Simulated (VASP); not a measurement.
Wanted: the native input for a VASP 6.6.1 run.

- Task: single point
- Functional: LDA
- Potentials or basis: VASP PAW LDA potentials, release 64 (Fe)
- Cutoff: 600 eV
- k mesh: 16 × 16 × 16
- Occupations: gaussian, width 0.03 eV
- Spin: no spin polarisation
- Dipole correction: no
- Further INCAR settings: ALGO = Normal; EDIFF = 1e-06; NBANDS = 10

The structure of Fe lies in POSCAR:

```
Fe
1.0
   -1.3498227879      1.3498227879      1.3498227879
    1.3498227879     -1.3498227879      1.3498227879
    1.3498227879      1.3498227879     -1.3498227879
Fe
1
Direct
    0.0000000000      0.0000000000      0.0000000000
```

These files were run (other wordings do the same):

INCAR

```
ALGO     = Normal         # electronic algorithm
EDIFF    = 1E-6           # SCF threshold, eV
ENCUT    = 600            # plane-wave cutoff, eV
GGA      = CA             # functional
GGA_COMPAT= F            
ISIF     = 2              # what is computed and relaxed
ISMEAR   = 0              # smearing method
LASPH    = T              # aspherical terms in the spheres
LCHARG   = F              # write CHGCAR
LREAL    = F              # projectors in reciprocal space
LWAVE    = F              # write WAVECAR
NBANDS   = 10             # bands
NELM     = 120            # most SCF steps
PREC     = Accurate       # precision mode
SIGMA    = 0.03           # smearing width, eV
```

KPOINTS

```
k-points
0
Gamma
  16 16 16
```

Potentials or basis: VASP PAW LDA potentials, release 64 (Fe).

Command:

```console
$ cat potpaw_LDA.64/Fe/POTCAR > POTCAR
$ mpirun -np 1 vasp_std > vasp.out
```

Results of the run:

| Item | Value |
| --- | --- |
| Pressure | -1.5 GPa |
| Band gap on the k mesh | zero (band 4 reaches 8.50 eV, above the bottom of band 5 at 6.21 eV) |

Caveat: the run has no spin polarisation, though such a crystal can be magnetic.

It took 6.5 s on 1 thread of Intel(R) Xeon(R) 6975P-C (Granite Rapids), with other jobs on the host, peak memory 0.13 GiB.
